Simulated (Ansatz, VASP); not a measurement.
**BaTiO3: VASP beside Ansatz**

POSCAR

```
BaTiO3
1.0
    3.9634143980      0.0000000000      0.0000000000
    0.0000000000      2.8577462615      2.8742108424
    0.0000000000     -2.8577462615      2.8742108424
Ba Ti O
1 1 3
Direct
    0.0000000000      0.0084123005      0.0084123005
    0.5000000000      0.5239607265      0.5239607265
    0.0000000000      0.4903884208      0.4903884208
    0.5000000000      0.4939726399      0.9801459124
    0.5000000000      0.9801459124      0.4939726399
```

INCAR.step1

```
PREC = Accurate
ENCUT = 520
ISMEAR = 0
SIGMA = 0.01
LREAL = F
LASPH = T
NELM = 80
NBANDS = 28
GGA = PE
ALGO = Normal
EDIFF = 1E-4
LWAVE = T
LCHARG = F
```

INCAR.step2

```
PREC = Accurate
ENCUT = 520
EDIFF = 1E-6
ISMEAR = 0
SIGMA = 0.01
LREAL = F
LASPH = T
NELM = 80
ALGO = Normal
ISIF = 2
LWAVE = F
LCHARG = F
METAGGA = R2SCAN
LMIXTAU = T
NBANDS = 28
ISTART = 1
```

KPOINTS

```
Automatic mesh
0
Gamma
  6 6 6
```

Input for Ansatz:

```yaml
crystal:
  lattice:
    - [3.963414398, 0.0, 0.0]
    - [0.0, 2.8577462615, 2.8742108424]
    - [0.0, -2.8577462615, 2.8742108424]
  atoms:
    - { symbol: Ba, position: [0.0, 0.0084123005, 0.0084123005] }
    - { symbol: Ti, position: [0.5, 0.5239607265, 0.5239607265] }
    - { symbol: O, position: [0.0, 0.4903884208, 0.4903884208] }
    - { symbol: O, position: [0.5, 0.4939726399, 0.9801459124] }
    - { symbol: O, position: [0.5, 0.9801459124, 0.4939726399] }
kpoints:
  mp_grid: { grid: [6, 6, 6] }
  band_path:
    path:
      - [0.0, 0.0, 0.0]
      - [0.0, 0.5, 0.5]
      - [0.0, 0.502855988, 0.497144012]
      - [0.0, 0.497144012, -0.497144012]
      - [0.5, 0.0, 0.0]
      - [0.5, 0.497144012, -0.497144012]
      - [0.5, 0.502855988, 0.497144012]
      - [0.5, 0.5, 0.5]
      - [0.0, 0.5, 0.0]
    npoints: 1
hamiltonian:
  xc: r2scan
scf:
  occupations: { method: fixed }
  n_extra_bands: 5
output:
  forces: true
  stress: true
  eigenvalues: true
```

Alike in both runs: task single point; functional r2SCAN; k mesh 6 × 6 × 6; no spin polarisation.

|  | VASP | Ansatz |
| --- | --- | --- |
| version | VASP 6.6.1 | Ansatz 0.2.0 |
| potentials or method | VASP PAW PBE potentials, release 64 (Ba_sv, Ti_sv, O) | plane waves, PAW |
| plane-wave cutoff (eV) | 520 | 500 |
| occupations | gaussian, width 0.01 eV | fixed |
| valence electrons in the cell | 40 | 40 |

|  | VASP | Ansatz | Ansatz less VASP |
| --- | --- | --- | --- |
| gap on the k mesh at the Fermi level (eV) | 2.64 | 2.66 | +0.016 |
| pressure (GPa) | 1.9 | 0.0 | -1.92 |
| traceless stress, the component that is largest in VASP (GPa) | 0.11 | 0.01 | -0.096 |
| rms of the force components (eV/Å) | 0.064 | 0.001 | -0.0635 |

VASP's potentials were made for PBE, not for r2SCAN. Atom by atom the forces differ by 0.064 eV/Å (rms over components).

Neither program's run includes spin-orbit coupling.
